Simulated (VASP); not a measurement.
# BN (P2_1) in VASP: single point with r2SCAN

Aim: the single point of BN with r2SCAN.

All numbers are computed with VASP 6.6.1; they aren't measurements. Logs are shortened: lines on timing, memory, paths and dates and some standing lists are left out, and cuts for length are marked.

### 1 The cell of the first run

Symmetry: P2_1, No. 4, monoclinic system. The conventional cell has a = 2.493 Å, b = 4.208 Å, c = 2.545 Å, α = 90.00°, β = 118.00°, γ = 90.00°. B (site symmetry 1) has 4 N at 1.54 to 1.58 Å within 2.1 Å. N (site symmetry 1) has 4 B at 1.54 to 1.58 Å within 2.1 Å.

### 2 Single point, r2SCAN (shear xy strain +4.6%)

File POSCAR:

```
BN
1.0
    2.5439500013      0.0587652450      0.0000000000
   -1.2210828056      2.1737427046      0.0000000000
    0.0000000000      0.0000000000      4.2078153363
B N
2 2
Direct
    0.3343967102      0.6669334366      0.0002769228
    0.6656032898      0.3330665634      0.5002769228
    0.3301790014      0.6671395730      0.3747230772
    0.6698209986      0.3328604270      0.8747230772
```

File INCAR.step1:

```
SYSTEM = BN
PREC = Accurate ; ENCUT = 910
ISMEAR = 0 ; SIGMA = 0.01
LREAL = .False. ; LASPH = .True.
NELM = 120 ; NBANDS = 16
GGA = PE ; ALGO = Normal
EDIFF = 1E-5 ; LWAVE = .True.
LCHARG = .False. ; GGA_COMPAT = .False.
```

File INCAR.step2:

```
SYSTEM = BN
PREC = Accurate ; ENCUT = 910
EDIFF = 1E-6 ; ISMEAR = 0
SIGMA = 0.01 ; LREAL = .False.
LASPH = .True. ; NELM = 120
ALGO = Normal ; ISIF = 2
LWAVE = .False. ; LCHARG = .False.
METAGGA = R2SCAN ; LMIXTAU = .True.
NBANDS = 16 ; ISTART = 1
GGA_COMPAT = .False.
```

File KPOINTS:

```
regular mesh
0
Gamma
  12 12 6
  0 0 0
```

Potentials or basis: VASP PAW PBE potentials, release 64 (B_h, N_h).

Started as:

```sh
> cat potpaw_PBE.64/B_h/POTCAR potpaw_PBE.64/N_h/POTCAR > POTCAR
> cp INCAR.step1 INCAR
> mpirun -np 1 vasp_std > vasp.out
> cp INCAR.step2 INCAR
> mpirun -np 1 vasp_std > vasp.out
```

OUTCAR:

```text
SYSTEM = BN
   PREC = Accurate
   ENCUT = 910
   EDIFF = 1E-6
   ISMEAR = 0
   LREAL = .False.
   LASPH = .True.
   NELM = 120
   ISIF = 2
   METAGGA = R2SCAN
   ISTART = 1

 ion  position               nearest neighbor table
   1  0.334  0.667  0.000-
   2  0.666  0.333  0.500-
   3  0.330  0.667  0.375-
   4  0.670  0.333  0.875-

  Warning from LATTYP: Monoclinic adjustment (A1->A3, A2->A1, A3->A2)!
  LATTYP: Found a simple monoclinic cell.
 ALAT       =     2.4932309488
 B/A-ratio  =     1.6876957742
 C/A-ratio  =     1.0206148976
 COS(beta)  =    -0.4694940438

  Lattice vectors:

 A1 = (  -1.2210828056,   2.1737427046,   0.0000000000)
 A2 = (   0.0000000000,   0.0000000000,   4.2078153363)
 A3 = (   2.5439500013,   0.0587652450,   0.0000000000)

Analysis of symmetry for initial positions (statically):
=====================================================================
 Subroutine PRICEL returns:
 Original cell was already a primitive cell.

 Routine SETGRP: Setting up the symmetry group for a
 simple monoclinic supercell.

 Subroutine GETGRP returns: Found  2 space group operations
 (whereof  1 operations were pure point group operations)
 out of a pool of  4 trial point group operations.

The static configuration has the point symmetry C_1 .
 The point group associated with its full space group is C_2 .

Analysis of symmetry for dynamics (positions and initial velocities):
=====================================================================
 Subroutine PRICEL returns:
 Original cell was already a primitive cell.

 Routine SETGRP: Setting up the symmetry group for a
 simple monoclinic supercell.

 Subroutine GETGRP returns: Found  2 space group operations
 (whereof  1 operations were pure point group operations)
 out of a pool of  4 trial point group operations.

The dynamic configuration has the point symmetry C_1 .
 The point group associated with its full space group is C_2 .

 Subroutine INISYM returns: Found  2 space group operations
 (whereof  1 operations are pure point group operations),
 and found     1 'primitive' translations

----------------------------------------------------------------------------------------

                                     Primitive cell

  volume of cell :      23.5707

  direct lattice vectors                    reciprocal lattice vectors
     2.543950001  0.058765245  0.000000000     0.388054004  0.217986273  0.000000000
    -1.221082806  2.173742705  0.000000000    -0.010490703  0.454142977  0.000000000
     0.000000000  0.000000000  4.207815336     0.000000000  0.000000000  0.237653015

  length of vectors
     2.544628649  2.493230949  4.207815336     0.445088671  0.454264129  0.237653015

  position of ions in fractional coordinates (direct lattice)
     0.334396710  0.666933437  0.000276923
     0.665603290  0.333066563  0.500276923
     0.330179001  0.667139573  0.374723077
     0.669820999  0.332860427  0.874723077

  ion indices of the primitive-cell ions
   primitive index   ion index
                 1           1
                 2           2
                 3           3
                 4           4

----------------------------------------------------------------------------------------

 KPOINTS: regular mesh

Automatic generation of k-mesh.
 Grid dimensions read from file:
 generate k-points for:   12   12    6

 Generating k-lattice:

  Cartesian coordinates                     Fractional coordinates (reciprocal lattice)
     0.032337834  0.018165523  0.000000000     0.083333333  0.000000000  0.000000000
    -0.000874225  0.037845248  0.000000000     0.000000000  0.083333333  0.000000000
     0.000000000  0.000000000  0.039608836     0.000000000  0.000000000  0.166666667

  Length of vectors
     0.037090723  0.037855344  0.039608836

  Shift w.r.t. Gamma in fractional coordinates (k-lattice)
     0.000000000  0.000000000  0.000000000

 Subroutine IBZKPT returns following result:
 ===========================================

 Found    296 irreducible k-points:

 Following reciprocal coordinates:
            Coordinates               Weight
  0.000000  0.000000  0.000000      1.000000
  0.083333  0.000000  0.000000      2.000000
  0.166667  0.000000  0.000000      2.000000
  0.250000  0.000000  0.000000      2.000000
  0.333333  0.000000  0.000000      2.000000
  0.416667 -0.000000  0.000000      2.000000
[... 16 lines left out ...]
  0.250000  0.166667  0.000000      2.000000
  0.333333  0.166667  0.000000      2.000000
 [... further k-points ...]
   k-points           NKPTS =    296   k-points in BZ     NKDIM =    296   number of bands    NBANDS=     16
   number of dos      NEDOS =    301   number of ions     NIONS =      4
   total plane-waves  NPLWV =  32928
   dimension x,y,z NGX =    28 NGY =   28 NGZ =   42
   dimension x,y,z NGXF=    56 NGYF=   56 NGZF=   84
   ions per type =               2   2
   NGX,Y,Z   is equivalent  to a cutoff of  18.29, 18.67, 16.59 a.u.
   NGXF,Y,Z  is equivalent  to a cutoff of  36.59, 37.34, 33.19 a.u.
 SYSTEM =  BN
   PREC   = accura    normal or accurate (medium, high low for compatibility)
   ISTART =      1    job   : 0-new  1-cont  2-samecut
   ICHARG =      0    charge: 1-file 2-atom 10-const
   ISPIN  =      1    spin polarized calculation?
   LNONCOLLINEAR =      F non collinear calculations
   LSORBIT =      F    spin-orbit coupling
   LASPH  =      T    aspherical Exc in radial PAW
   ENCUT  =  910.0 eV  66.88 Ry    8.18 a.u.   6.26  6.13 10.35*2*pi/ulx,y,z
   NELM   =    120;   NELMIN=  2; NELMDL=  0     # of ELM steps
   EDIFF  = 0.1E-05   stopping-criterion for ELM
   LREAL  =      F    real-space projection
   EDIFFG = 0.1E-04   stopping-criterion for IOM
   NSW    =      0    number of steps for IOM
   IBRION =     -1    ionic relax: 0-MD 1-quasi-New 2-CG
   NFREE  =      0    steps in history (QN), initial steepest desc. (CG)
   ISIF   =      2    stress and relaxation
   ISYM   =      2    0-nonsym 1-usesym 2-fastsym
   POTIM  = 0.5000    time-step for ionic-motion
   TEBEG  =    0.0;   TEEND  =   0.0 temperature during run
   PSTRESS=    0.0 pullay stress
   NELECT =      16.0000    total number of electrons
   NUPDOWN=      -1.0000    fix difference up-down
   EMIN   =  10.00;   EMAX   =-10.00  energy-range for DOS
   EFERMI =   0.00;   METHOD = LEGACY
   ISMEAR =     0;   SIGMA  =   0.01  broadening in eV -4-tet -1-fermi 0-gaus
   EFERMI_NEDOS =   21; number of points for ismear=-14 and -15
   IALGO  =     38    algorithm
   IMIX   =      4    mixing-type and parameters
     AMIX     =   0.40;   BMIX     =  1.00
     AMIX_MAG =   1.60;   BMIX_MAG =  1.00
  volume/ion in A,a.u.               =       5.89        39.77
  Fermi-wavevector in a.u.,A,eV,Ry     =   1.438767  2.718876 28.164765  2.070052
  Thomas-Fermi vector in A             =   2.557698
   LORBIT       =      0    0 simple, 1 ext, 2 COOP (PROOUT), +10 PAW based schemes
   METAGGA = R2SCAN    functional components
   LHFCALC =     F    Hartree Fock is set to
   AEXX    =    0.0000 exact exchange contribution
   IVDW    =     0    specifies the selected vdW correction
   LEPSILON=     F    determine dielectric tensor
   LRPA    =     F    only Hartree local field effects (RPA)
 non-spin polarized calculation
 Gauss-broadening in eV      SIGMA  =   0.01
  energy-cutoff  :      910.00
  volume of cell :       23.57
 maximum number of plane-waves:      1496
 NGX is ok and might be reduce to    28
   NGX = 13   NGY = 13   NGZ = 21

 number of electron      16.0000000 magnetization

 Free energy of the ion-electron system (eV)
  ---------------------------------------------------
  ext. energy  EPLUGINS =         0.00000000
  ---------------------------------------------------
  free energy    TOTEN  =       -38.25549587 eV

  energy without entropy =      -38.25549587  energy(sigma->0) =      -38.25549587

 E-fermi :   9.4699     XC(G=0): -13.7594

 val. band max:        9.3004724538   @ k =   0.0000   0.0000   0.0000
 cond. band min:      14.8525256666   @ k =   0.3333   0.3333   0.0000
 fundamental gap:      5.5520532128
 Fermi energy:         9.4698894102

 k-point     1 :       0.0000    0.0000    0.0000
  band No.  band energies     occupation
      1     -12.3742      2.00000
      2      -8.1378      2.00000
      3      -2.2103      2.00000
      4       6.6939      2.00000
      5       7.1324      2.00000
      6       8.8450      2.00000
[... 8 lines left out ...]
     15      22.4615      0.00000
     16      26.5891      0.00000

 k-point     2 :       0.0833    0.0000    0.0000
  band No.  band energies     occupation
      1     -12.2244      2.00000
      2      -8.0253      2.00000
      3      -2.0610      2.00000
      4       5.9551      2.00000
      5       6.8586      2.00000
      6       8.3635      2.00000
[... 8 lines left out ...]
     15      22.7861      0.00000
     16      26.2882      0.00000

 k-point     3 :       0.1667    0.0000    0.0000
  band No.  band energies     occupation
      1     -11.7804      2.00000
      2      -7.7055      2.00000
      3      -1.6188      2.00000
      4       4.1910      2.00000
      5       6.2362      2.00000
      6       6.8737      2.00000
[... 8 lines left out ...]
     15      23.8846      0.00000
     16      25.3540      0.00000

 k-point     4 :       0.2500    0.0000    0.0000
  band No.  band energies     occupation
      1     -11.0617      2.00000
      2      -7.2455      2.00000
      3      -0.9057      2.00000
      4       2.1537      2.00000
      5       5.0228      2.00000
      6       5.5358      2.00000
[... 8 lines left out ...]
     15      25.1356      0.00000
     16      25.4302      0.00000
[... 324 lines left out ...]
 k-point    22 :       0.1667    0.1667    0.0000
  band No.  band energies     occupation
      1     -10.6370      2.00000
      2      -6.9846      2.00000
      3      -0.4843      2.00000
      4       2.2694      2.00000
      5       3.2585      2.00000
      6       5.3785      2.00000
[... 8 lines left out ...]
     15      25.5590      0.00000
     16      25.8788      0.00000

 k-point    23 :       0.2500    0.1667    0.0000
  band No.  band energies     occupation
      1      -9.7235      2.00000
      2      -6.6080      2.00000
      3       0.4107      2.00000
      4       0.8211      2.00000
      5       2.3257      2.00000
      6       4.0808      2.00000
[... 8 lines left out ...]
     15      25.5924      0.00000
     16      26.2735      0.00000

 k-point    24 :       0.3333    0.1667    0.0000
  band No.  band energies     occupation
      1      -8.7096      2.00000
      2      -6.5390      2.00000
      3      -0.2657      2.00000
      4       1.3579      2.00000
      5       1.8120      2.00000
      6       3.0050      2.00000
[... 8 lines left out ...]
     15      25.9717      0.00000
     16      26.9067      0.00000

 [... further k-points ...]

------------------------ aborting loop because EDIFF is reached ----------------------------------------

  FORCE on cell =-STRESS in cart. coord.  units (eV):
  Direction    XX          YY          ZZ          XY          YZ          ZX
  --------------------------------------------------------------------------------------
  -------------------------------------------------------------------------------------
  Total       -0.0218631      0.1302599     -0.0980029     -2.8614242      0.0000000      0.0000000
  in kB       -1.4861027      8.8541857     -6.6615742   -194.5002628      0.0000000      0.0000000
  external PRESSURE =       0.2355029 kB  Pullay stress =       0.0000000 kB

 VOLUME and BASIS-vectors are now :
 -----------------------------------------------------------------------------
  energy-cutoff  :      910.00
  volume of cell :       23.57
      direct lattice vectors                 reciprocal lattice vectors
     2.543950001  0.058765245  0.000000000     0.388054004  0.217986273  0.000000000
    -1.221082806  2.173742705  0.000000000    -0.010490703  0.454142977  0.000000000
     0.000000000  0.000000000  4.207815336     0.000000000  0.000000000  0.237653015

 POSITION                                       TOTAL-FORCE (eV/Angst)
 -----------------------------------------------------------------------------------
      0.03631      1.46939      0.00117        -0.000625     -0.000399     -0.001993
      1.28656      0.76312      2.10507         0.000625      0.000399     -0.001993
      0.02533      1.46959      1.57677        -0.001321      0.000001      0.001993
      1.29754      0.76292      3.68067         0.001321     -0.000001      0.001993
 -----------------------------------------------------------------------------------
    total drift:                                0.000000      0.000000     -0.014870

  FREE ENERGIE OF THE ION-ELECTRON SYSTEM (eV)
  ---------------------------------------------------
  free  energy   TOTEN  =       -38.2554958740 eV

  energy  without entropy=      -38.2554958740  energy(sigma->0) =      -38.25549587
```

It took 8.4 min on 1 thread of AMD EPYC 9R45 (Zen 5), shared host; peak memory 0.3 GiB.

What came out:

```yaml
Free_energy: -38.2555 eV
Pressure: 0.0 GPa
Band_gap_on_the_k_mesh: 5.55 eV (least direct gap 8.30 eV)
```

Forces in eV/Å, atoms in the order of the input:
```
B   -0.001  0.000 -0.002
B    0.001  0.000 -0.002
N   -0.001  0.000  0.002
N    0.001  0.000  0.002
```

Stress tensor (GPa, compression positive):
```
 -0.15 -19.45   0.00
-19.45   0.89   0.00
  0.00   0.00  -0.67
```

Caveat: the cell differs from its parent crystal (shear xy strain +4.6%); the cutoff is under 1.25 times the usual one of these potentials, so pressure, stress and relaxed cells hold a basis-set (Pulay) error; the PAW data sets were made with another functional, which shifts forces and pressure a little. A k mesh can miss the band edges.
